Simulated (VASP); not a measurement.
Write the native input for VASP 6.6.1 that does the following.

```
Task                   : single point
Functional             : r2SCAN
Potentials or basis    : VASP PAW PBE potentials, release 64 (B_h, N_h)
Cutoff                 : 1460 eV
k mesh                 : 10 × 10 × 10
Occupations            : gaussian, width 0.01 eV
Spin                   : no spin polarisation
Dipole correction      : no
Further INCAR settings : ALGO = Normal; EDIFF = 1e-06; NBANDS = 11
```

BN:

```xyz
2
Lattice="0.0000 1.8224 1.8224 1.8224 0.0000 1.8224 1.8224 1.8224 0.0000" Properties=species:S:1:pos:R:3 pbc="T T T"
B     0.0000    0.0000    0.0000
N     0.9112    0.9112    0.9112
```

These files were run (other wordings do the same):

POSCAR

```
BN
1.0
    0.0000000000      1.8224386940      1.8224386940
    1.8224386940      0.0000000000      1.8224386940
    1.8224386940      1.8224386940      0.0000000000
B N
1 1
Direct
    0.0000000000      0.0000000000      0.0000000000
    0.2500000000      0.2500000000      0.2500000000
```

INCAR.step1

```
PREC     = Accurate       # precision mode
ENCUT    = 1460           # plane-wave cutoff, eV
ISMEAR   = 0              # smearing method
SIGMA    = 0.01           # smearing width, eV
LREAL    = F              # projectors in reciprocal space
LASPH    = T              # aspherical terms in the spheres
NELM     = 120            # most SCF steps
NBANDS   = 11             # bands
GGA      = PE             # functional
ALGO     = Normal         # electronic algorithm
EDIFF    = 1E-5           # SCF threshold, eV
LWAVE    = T              # write WAVECAR
LCHARG   = F              # write CHGCAR
GGA_COMPAT= F
```

INCAR.step2

```
PREC     = Accurate       # precision mode
ENCUT    = 1460           # plane-wave cutoff, eV
EDIFF    = 1E-6           # SCF threshold, eV
ISMEAR   = 0              # smearing method
SIGMA    = 0.01           # smearing width, eV
LREAL    = F              # projectors in reciprocal space
LASPH    = T              # aspherical terms in the spheres
NELM     = 120            # most SCF steps
ALGO     = Normal         # electronic algorithm
ISIF     = 2              # what is computed and relaxed
LWAVE    = F              # write WAVECAR
LCHARG   = F              # write CHGCAR
METAGGA  = R2SCAN         # meta-GGA
LMIXTAU  = T            
NBANDS   = 11             # bands
ISTART   = 1            
GGA_COMPAT= F
```

KPOINTS

```
regular mesh
0
Gamma
  10 10 10
```

Potentials or basis: VASP PAW PBE potentials, release 64 (B_h, N_h).

Run with:

```console
$ cat potpaw_PBE.64/B_h/POTCAR potpaw_PBE.64/N_h/POTCAR > POTCAR
$ cp INCAR.step1 INCAR
$ mpirun -np 1 vasp_std > vasp.out
$ cp INCAR.step2 INCAR
$ mpirun -np 1 vasp_std > vasp.out
```

It gave:

The pressure is -11.2 GPa and the band gap on the k mesh is 4.96 eV (least direct gap 9.43 eV).

Caveat: the cell stands under tension; the PAW data sets were made with another functional, which shifts forces and pressure a little.

Wall time 2 min on 1 thread of AMD EPYC 7R43 64-Core Processor (Zen 3), with other jobs on the host, peak memory 0.15 GiB.
